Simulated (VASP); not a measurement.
# NaH (Fm-3m) in VASP: further runs

The runs below take NaH through single point, with PBE, PBEsol, LDA, r2SCAN.

Program: VASP 6.6.1. These are calculated values, not measurements. Logs are shortened: lines on timing, memory, paths and dates and some standing lists are left out, and cuts for length are marked.

### Step 1. The cell of the first run

Symmetry: Fm-3m, No. 225, cubic system. The conventional cell has a = 4.795 Å, b = 4.795 Å, c = 4.795 Å, α = 90.00°, β = 90.00°, γ = 90.00°. Na (site symmetry m-3m) has 6 H at 2.40 Å within 3.2 Å. H (site symmetry m-3m) has 6 Na at 2.40 Å within 3.2 Å.

### Step 2. Single point, PBE

Input file INCAR:

```
SYSTEM = NaH
  PREC = Accurate
  ENCUT = 520
  EDIFF = 1E-6
  ISMEAR = 0
  SIGMA = 0.01
  LREAL = .False.
  LASPH = .True.
  NELM = 100
  ALGO = Normal
  ISIF = 2
  LWAVE = .False.
  LCHARG = .False.
  GGA = PE
  NBANDS = 11
```

Input file KPOINTS:

```
regular mesh
0
Gamma
  6 6 6
  0 0 0
```

Input file POSCAR:

```
NaH
1.0
    0.0000000000      2.3975116377      2.3975116377
    2.3975116377      0.0000000000      2.3975116377
    2.3975116377      2.3975116377      0.0000000000
Na H
1 1
Direct
    0.0000000000      0.0000000000      0.0000000000
    0.5000000000      0.5000000000      0.5000000000
```

Potentials or basis: VASP PAW PBE potentials, release 64 (Na_pv, H).

Started as:

```bash
$ cat potpaw_PBE.64/Na_pv/POTCAR potpaw_PBE.64/H/POTCAR > POTCAR
$ mpirun -np 1 vasp_std > vasp.out
```

OUTCAR:

```text
SYSTEM = NaH
   PREC = Accurate
   ENCUT = 520
   EDIFF = 1E-6
   ISMEAR = 0
   LREAL = .False.
   LASPH = .True.
   NELM = 100
   ISIF = 2
   GGA = PE

 ion  position               nearest neighbor table
   1  0.000  0.000  0.000-
   2  0.500  0.500  0.500-

  LATTYP: Found a face centered cubic cell.
 ALAT       =     4.7950232754

  Lattice vectors:

 A1 = (   0.0000000000,   2.3975116377,   2.3975116377)
 A2 = (   2.3975116377,   0.0000000000,   2.3975116377)
 A3 = (   2.3975116377,   2.3975116377,   0.0000000000)

Analysis of symmetry for initial positions (statically):
=====================================================================
 Subroutine PRICEL returns:
 Original cell was already a primitive cell.

 Routine SETGRP: Setting up the symmetry group for a
 face centered cubic supercell.

 Subroutine GETGRP returns: Found 48 space group operations
 (whereof 48 operations were pure point group operations)
 out of a pool of 48 trial point group operations.

The static configuration has the point symmetry O_h .

Analysis of symmetry for dynamics (positions and initial velocities):
=====================================================================
 Subroutine PRICEL returns:
 Original cell was already a primitive cell.

 Routine SETGRP: Setting up the symmetry group for a
 face centered cubic supercell.

 Subroutine GETGRP returns: Found 48 space group operations
 (whereof 48 operations were pure point group operations)
 out of a pool of 48 trial point group operations.

The dynamic configuration has the point symmetry O_h .

 Subroutine INISYM returns: Found 48 space group operations
 (whereof 48 operations are pure point group operations),
 and found     1 'primitive' translations

----------------------------------------------------------------------------------------

                                     Primitive cell

  volume of cell :      27.5621

  direct lattice vectors                    reciprocal lattice vectors
     0.000000000  2.397511638  2.397511638    -0.208549561  0.208549561  0.208549561
     2.397511638  0.000000000  2.397511638     0.208549561 -0.208549561  0.208549561
     2.397511638  2.397511638  0.000000000     0.208549561  0.208549561 -0.208549561

  length of vectors
     3.390593474  3.390593474  3.390593474     0.361218436  0.361218436  0.361218436

  position of ions in fractional coordinates (direct lattice)
     0.000000000  0.000000000  0.000000000
     0.500000000  0.500000000  0.500000000

  ion indices of the primitive-cell ions
   primitive index   ion index
                 1           1
                 2           2

----------------------------------------------------------------------------------------

 KPOINTS: regular mesh

Automatic generation of k-mesh.
 Grid dimensions read from file:
 generate k-points for:    6    6    6

 Generating k-lattice:

  Cartesian coordinates                     Fractional coordinates (reciprocal lattice)
    -0.034758260  0.034758260  0.034758260     0.166666667  0.000000000  0.000000000
     0.034758260 -0.034758260  0.034758260     0.000000000  0.166666667  0.000000000
     0.034758260  0.034758260 -0.034758260     0.000000000  0.000000000  0.166666667

  Length of vectors
     0.060203073  0.060203073  0.060203073

  Shift w.r.t. Gamma in fractional coordinates (k-lattice)
     0.000000000  0.000000000  0.000000000

 Subroutine IBZKPT returns following result:
 ===========================================

 Found     16 irreducible k-points:

 Following reciprocal coordinates:
            Coordinates               Weight
  0.000000  0.000000  0.000000      1.000000
  0.166667  0.000000  0.000000      8.000000
  0.333333  0.000000  0.000000      8.000000
  0.500000  0.000000  0.000000      4.000000
  0.166667  0.166667  0.000000      6.000000
  0.333333  0.166667  0.000000     24.000000
[... 8 lines left out ...]
 -0.333333  0.333333  0.166667     24.000000
 -0.333333  0.500000  0.166667     12.000000
   k-points           NKPTS =     16   k-points in BZ     NKDIM =     16   number of bands    NBANDS=     11
   number of dos      NEDOS =    301   number of ions     NIONS =      2
   total plane-waves  NPLWV =  21952
   dimension x,y,z NGX =    28 NGY =   28 NGZ =   28
   dimension x,y,z NGXF=    56 NGYF=   56 NGZF=   56
   ions per type =               1   1
   NGX,Y,Z   is equivalent  to a cutoff of  13.73, 13.73, 13.73 a.u.
   NGXF,Y,Z  is equivalent  to a cutoff of  27.46, 27.46, 27.46 a.u.
 SYSTEM =  NaH
   PREC   = accura    normal or accurate (medium, high low for compatibility)
   ISTART =      0    job   : 0-new  1-cont  2-samecut
   ICHARG =      2    charge: 1-file 2-atom 10-const
   ISPIN  =      1    spin polarized calculation?
   LNONCOLLINEAR =      F non collinear calculations
   LSORBIT =      F    spin-orbit coupling
   LASPH  =      T    aspherical Exc in radial PAW
   ENCUT  =  520.0 eV  38.22 Ry    6.18 a.u.   6.30  6.30  6.30*2*pi/ulx,y,z
   NELM   =    100;   NELMIN=  2; NELMDL= -5     # of ELM steps
   EDIFF  = 0.1E-05   stopping-criterion for ELM
   LREAL  =      F    real-space projection
   EDIFFG = 0.1E-04   stopping-criterion for IOM
   NSW    =      0    number of steps for IOM
   IBRION =     -1    ionic relax: 0-MD 1-quasi-New 2-CG
   NFREE  =      0    steps in history (QN), initial steepest desc. (CG)
   ISIF   =      2    stress and relaxation
   ISYM   =      2    0-nonsym 1-usesym 2-fastsym
   POTIM  = 0.5000    time-step for ionic-motion
   TEBEG  =    0.0;   TEEND  =   0.0 temperature during run
   PSTRESS=    0.0 pullay stress
   NELECT =       8.0000    total number of electrons
   NUPDOWN=      -1.0000    fix difference up-down
   EMIN   =  10.00;   EMAX   =-10.00  energy-range for DOS
   EFERMI =   0.00;   METHOD = LEGACY
   ISMEAR =     0;   SIGMA  =   0.01  broadening in eV -4-tet -1-fermi 0-gaus
   EFERMI_NEDOS =   21; number of points for ismear=-14 and -15
   IALGO  =     38    algorithm
   IMIX   =      4    mixing-type and parameters
     AMIX     =   0.40;   BMIX     =  1.00
     AMIX_MAG =   1.60;   BMIX_MAG =  1.00
  volume/ion in A,a.u.               =      13.78        93.00
  Fermi-wavevector in a.u.,A,eV,Ry     =   1.083929  2.048328 15.985508  1.174902
  Thomas-Fermi vector in A             =   2.220007
   LORBIT       =      0    0 simple, 1 ext, 2 COOP (PROOUT), +10 PAW based schemes
   GGA     = PE    functional components
   LHFCALC =     F    Hartree Fock is set to
   AEXX    =    0.0000 exact exchange contribution
   IVDW    =     0    specifies the selected vdW correction
   LEPSILON=     F    determine dielectric tensor
   LRPA    =     F    only Hartree local field effects (RPA)
 non-spin polarized calculation
 Gauss-broadening in eV      SIGMA  =   0.01
  energy-cutoff  :      520.00
  volume of cell :       27.56
 maximum number of plane-waves:       754
 NGX is ok and might be reduce to    28
   NGX = 13   NGY = 13   NGZ = 13

 number of electron       7.9999992 magnetization

 Free energy of the ion-electron system (eV)
  ---------------------------------------------------
  ext. energy  EPLUGINS =         0.00000000
  ---------------------------------------------------
  free energy    TOTEN  =        -5.08640462 eV

  energy without entropy =       -5.08640462  energy(sigma->0) =       -5.08640462

 E-fermi :  -1.0215     XC(G=0):  -7.8486

 val. band max:       -1.0857915751   @ k =  -0.3333   0.5000   0.1667
 cond. band min:       2.7609813488   @ k =   0.5000   0.0000   0.0000
 fundamental gap:      3.8467729238
 Fermi energy:        -1.0215239570

 k-point     1 :       0.0000    0.0000    0.0000
  band No.  band energies     occupation
      1     -23.1001      2.00000
      2     -23.1001      2.00000
      3     -23.1001      2.00000
      4      -4.7222      2.00000
      5       9.5871      0.00000
      6      14.7385      0.00000
      7      14.7385      0.00000
      8      14.7385      0.00000
      9      15.6542      0.00000
     10      15.6542      0.00000
     11      15.6542      0.00000

 k-point     2 :       0.1667    0.0000    0.0000
  band No.  band energies     occupation
      1     -23.1258      2.00000
      2     -23.1031      2.00000
      3     -23.1031      2.00000
      4      -4.2407      2.00000
      5       7.9808      0.00000
      6      11.4635      0.00000
      7      13.6307      0.00000
      8      13.6308      0.00000
      9      16.8721      0.00000
     10      16.8721      0.00000
     11      17.2250      0.00000

 k-point     3 :       0.3333    0.0000    0.0000
  band No.  band energies     occupation
      1     -23.1765      2.00000
      2     -23.1092      2.00000
      3     -23.1092      2.00000
      4      -2.9553      2.00000
      5       4.6237      0.00000
      6      10.2046      0.00000
      7      12.7740      0.00000
      8      12.7740      0.00000
      9      16.0911      0.00000
     10      16.0911      0.00000
     11      18.3369      0.00000

 k-point     4 :       0.5000    0.0000    0.0000
  band No.  band energies     occupation
      1     -23.2014      2.00000
      2     -23.1122      2.00000
      3     -23.1122      2.00000
      4      -1.9061      2.00000
      5       2.7610      0.00000
      6       9.9047      0.00000
      7      12.4907      0.00000
      8      12.4907      0.00000
      9      15.5867      0.00000
     10      15.5868      0.00000
     11      18.1632      0.00000
[... 127 lines left out ...]
 k-point    14 :       0.5000    0.3333    0.1667
  band No.  band energies     occupation
      1     -23.1737      2.00000
      2     -23.1384      2.00000
      3     -23.1208      2.00000
      4      -2.0405      2.00000
      5       4.8187      0.00000
      6       6.8034      0.00000
      7       9.7795      0.00000
      8      14.6554      0.00000
      9      14.7506      0.00000
     10      17.1170      0.00000
     11      21.0467      0.00000

 k-point    15 :      -0.3333    0.3333    0.1667
  band No.  band energies     occupation
      1     -23.1762      2.00000
      2     -23.1498      2.00000
      3     -23.1264      2.00000
      4      -1.3020      2.00000
      5       4.1228      0.00000
      6       5.9164      0.00000
      7       8.9388      0.00000
      8      14.6632      0.00000
      9      15.8561      0.00000
     10      18.3086      0.00000
     11      20.2266      0.00000

 k-point    16 :      -0.3333    0.5000    0.1667
  band No.  band energies     occupation
      1     -23.1763      2.00000
      2     -23.1483      2.00000
      3     -23.1361      2.00000
      4      -1.0858      2.00000
      5       4.2679      0.00000
      6       6.1632      0.00000
      7       7.8182      0.00000
      8      14.1110      0.00000
      9      14.2860      0.00000
     10      20.0290      0.00000
     11      20.1786      0.00000

------------------------ aborting loop because EDIFF is reached ----------------------------------------

  FORCE on cell =-STRESS in cart. coord.  units (eV):
  Direction    XX          YY          ZZ          XY          YZ          ZX
  --------------------------------------------------------------------------------------
  -------------------------------------------------------------------------------------
  Total        0.0915457      0.0915457      0.0915457     -0.0000000      0.0000000      0.0000000
  in kB        5.3215274      5.3215274      5.3215274     -0.0000000      0.0000000      0.0000000
  external PRESSURE =       5.3215274 kB  Pullay stress =       0.0000000 kB

 VOLUME and BASIS-vectors are now :
 -----------------------------------------------------------------------------
  energy-cutoff  :      520.00
  volume of cell :       27.56
      direct lattice vectors                 reciprocal lattice vectors
     0.000000000  2.397511638  2.397511638    -0.208549561  0.208549561  0.208549561
     2.397511638  0.000000000  2.397511638     0.208549561 -0.208549561  0.208549561
     2.397511638  2.397511638  0.000000000     0.208549561  0.208549561 -0.208549561

 POSITION                                       TOTAL-FORCE (eV/Angst)
 -----------------------------------------------------------------------------------
      0.00000      0.00000      0.00000         0.000000     -0.000000     -0.000000
      2.39751      2.39751      2.39751        -0.000000      0.000000      0.000000
 -----------------------------------------------------------------------------------
    total drift:                               -0.000000     -0.000000      0.000000

  FREE ENERGIE OF THE ION-ELECTRON SYSTEM (eV)
  ---------------------------------------------------
  free  energy   TOTEN  =        -5.0864046236 eV

  energy  without entropy=       -5.0864046236  energy(sigma->0) =       -5.08640462
```

It took 2.9 s on 1 thread of Intel Xeon 6975P-C (Granite Rapids), shared host; peak memory 0.14 GiB.

Results:

```yaml
Free_energy: -5.0864 eV
Pressure: 0.5 GPa
Band_gap_on_the_k_mesh: 3.85 eV (least direct gap 4.67 eV)
```

Levels at points of the mesh, in eV from the valence-band top:
| k point | band 1 | band 2 | band 3 | band 4 | band 5 | band 6 | band 7 | band 8 |
| --- | --- | --- | --- | --- | --- | --- | --- | --- |
| (0.00, 0.00, 0.00) | -22.01 | -22.01 | -22.01 | -3.64 | 10.67 | 15.82 | 15.82 | 15.82 |
| (0.50, 0.00, 0.00) | -22.12 | -22.03 | -22.03 | -0.82 | 3.85 | 10.99 | 13.58 | 13.58 |
| (0.50, 0.50, 0.00) | -22.10 | -22.05 | -22.05 | -0.13 | 4.73 | 10.17 | 10.87 | 10.87 |

### Step 3. Single point, PBEsol

Input file INCAR:

```
SYSTEM = NaH
ALGO = Normal ; EDIFF = 1E-6
ENCUT = 520 ; GGA = PS
ISIF = 2 ; ISMEAR = -1
LASPH = .True. ; LCHARG = .True.
LELF = .True. ; LREAL = .False.
LVHAR = .True. ; LWAVE = .False.
NBANDS = 11 ; NELM = 60
PREC = Accurate ; SIGMA = 0.02
```

Input file KPOINTS:

```
k-points
0
Gamma
  8 8 8
  0 0 0
```

Input file POSCAR:

```
NaH
1.0
    0.0000000000      2.3959545862      2.3959545862
    2.3959545862      0.0000000000      2.3959545862
    2.3959545862      2.3959545862      0.0000000000
Na H
1 1
Direct
    0.0000000000      0.0000000000      0.0000000000
    0.5000000000      0.5000000000      0.5000000000
```

Potentials or basis: VASP PAW PBE potentials, release 64 (Na_pv, H).

Started as:

```bash
$ cat potpaw_PBE.64/Na_pv/POTCAR potpaw_PBE.64/H/POTCAR > POTCAR
$ mpirun -np 1 vasp_std > vasp.out
```

It took 4.3 s on 1 thread of Intel Xeon 6975P-C (Granite Rapids), shared host; peak memory 0.15 GiB.

Results (log left out):

| Property | Result |
| --- | --- |
| Free energy | -5.0859 eV |
| Pressure | 0.0 GPa |
| Band gap on the k mesh | 3.60 eV (least direct gap 4.51 eV) |

Levels at points of the mesh, in eV from the valence-band top:
```tsv
k point	band 2	band 3	band 4	band 5	band 6	band 7
(0.00, 0.00, 0.00)	-21.96	-21.96	-3.80	10.64	15.58	15.58
(0.50, 0.00, 0.00)	-21.97	-21.97	-0.91	3.60	10.80	13.38
(0.50, 0.50, 0.00)	-21.99	-21.99	-0.19	4.46	9.87	10.65
```

Caveat: the PAW data sets were made with another functional, which shifts forces and pressure a little. A k mesh can miss the band edges.

### Step 4. Single point, LDA

Input file INCAR:

```
SYSTEM = NaH
PREC     = Accurate       ! precision mode
ENCUT    = 520            ! plane-wave cutoff, eV
EDIFF    = 1E-7           ! SCF threshold, eV
ISMEAR   = 0              ! smearing method
SIGMA    = 0.01           ! smearing width, eV
LREAL    = .FALSE.        ! projectors in reciprocal space
LASPH    = .TRUE.         ! aspherical terms in the spheres
NELM     = 100            ! most SCF steps
ALGO     = Normal         ! electronic algorithm
ISIF     = 2              ! what is computed and relaxed
LWAVE    = .FALSE.        ! write WAVECAR
LCHARG   = .FALSE.        ! write CHGCAR
GGA      = CA             ! functional
NBANDS   = 11             ! bands
```

Input file KPOINTS:

```
regular mesh
0
G
  10 10 10
  0 0 0
```

Input file POSCAR:

```
NaH
1.0
    0.0000000000      2.3975116377      2.3975116377
    2.3975116377      0.0000000000      2.3975116377
    2.3975116377      2.3975116377      0.0000000000
Na H
1 1
Direct
    0.0000000000      0.0000000000      0.0000000000
    0.5000000000      0.5000000000      0.5000000000
```

Potentials or basis: VASP PAW LDA potentials, release 64 (Na_pv, H).

Started as:

```bash
$ cat potpaw_LDA.64/Na_pv/POTCAR potpaw_LDA.64/H/POTCAR > POTCAR
$ mpirun -np 1 vasp_std > vasp.out
```

OUTCAR:

```text
SYSTEM = NaH
   PREC = Accurate
   ENCUT = 520
   EDIFF = 1E-7
   ISMEAR = 0
   LREAL = .FALSE.
   LASPH = .TRUE.
   NELM = 100
   ISIF = 2
   GGA = CA

 ion  position               nearest neighbor table
   1  0.000  0.000  0.000-
   2  0.500  0.500  0.500-

  LATTYP: Found a face centered cubic cell.
 ALAT       =     4.7950232754

  Lattice vectors:

 A1 = (   0.0000000000,   2.3975116377,   2.3975116377)
 A2 = (   2.3975116377,   0.0000000000,   2.3975116377)
 A3 = (   2.3975116377,   2.3975116377,   0.0000000000)

Analysis of symmetry for initial positions (statically):
=====================================================================
 Subroutine PRICEL returns:
 Original cell was already a primitive cell.

 Routine SETGRP: Setting up the symmetry group for a
 face centered cubic supercell.

 Subroutine GETGRP returns: Found 48 space group operations
 (whereof 48 operations were pure point group operations)
 out of a pool of 48 trial point group operations.

The static configuration has the point symmetry O_h .

[... 168 lines left out ...]
 k-point     1 :       0.0000    0.0000    0.0000
  band No.  band energies     occupation
      1     -23.2757      2.00000
      2     -23.2757      2.00000
      3     -23.2757      2.00000
      4      -4.9976      2.00000
      5       9.4526      0.00000
      6      14.2158      0.00000
      7      14.2158      0.00000
      8      14.2158      0.00000
      9      15.2638      0.00000
     10      15.2638      0.00000
     11      15.2638      0.00000
[... 309 lines left out ...]
 k-point    24 :       0.4000    0.3000    0.0000
  band No.  band energies     occupation
      1     -23.3535      2.00000
      2     -23.3063      2.00000
      3     -23.3031      2.00000
      4      -2.3962      2.00000
      5       4.5521      0.00000
      6       7.8569      0.00000
      7       9.8786      0.00000
      8      10.6644      0.00000
      9      12.6067      0.00000
     10      19.8653      0.00000
     11      21.1852      0.00000

 [... further k-points ...]

------------------------ aborting loop because EDIFF is reached ----------------------------------------

  FORCE on cell =-STRESS in cart. coord.  units (eV):
  Direction    XX          YY          ZZ          XY          YZ          ZX
  --------------------------------------------------------------------------------------
  -------------------------------------------------------------------------------------
  Total       -0.2848986     -0.2848986     -0.2848986      0.0000000      0.0000000     -0.0000000
  in kB      -16.5610841    -16.5610841    -16.5610841      0.0000000      0.0000000     -0.0000000
  external PRESSURE =     -16.5610841 kB  Pullay stress =       0.0000000 kB

 VOLUME and BASIS-vectors are now :
 -----------------------------------------------------------------------------
  energy-cutoff  :      520.00
  volume of cell :       27.56
      direct lattice vectors                 reciprocal lattice vectors
     0.000000000  2.397511638  2.397511638    -0.208549561  0.208549561  0.208549561
     2.397511638  0.000000000  2.397511638     0.208549561 -0.208549561  0.208549561
     2.397511638  2.397511638  0.000000000     0.208549561  0.208549561 -0.208549561

 POSITION                                       TOTAL-FORCE (eV/Angst)
 -----------------------------------------------------------------------------------
      0.00000      0.00000      0.00000        -0.000000     -0.000000     -0.000000
      2.39751      2.39751      2.39751         0.000000      0.000000      0.000000
 -----------------------------------------------------------------------------------
    total drift:                               -0.000000     -0.000000      0.000000

  FREE ENERGIE OF THE ION-ELECTRON SYSTEM (eV)
  ---------------------------------------------------
  free  energy   TOTEN  =        -5.3993145370 eV

  energy  without entropy=       -5.3993145370  energy(sigma->0) =       -5.39931454
```

Run time: 6.2 s. Hardware: 1 thread of Intel Xeon 6975P-C (Granite Rapids), shared host; peak memory 0.14 GiB.

Results:

| Property | Result |
| --- | --- |
| Free energy | -5.3993 eV |
| Pressure | -1.7 GPa |
| Band gap on the k mesh | 3.46 eV (least direct gap 4.37 eV) |

A k mesh can miss the band edges. LDA gaps usually lie below the measured ones, often by a third to a half.

[end of part 1 of 2]
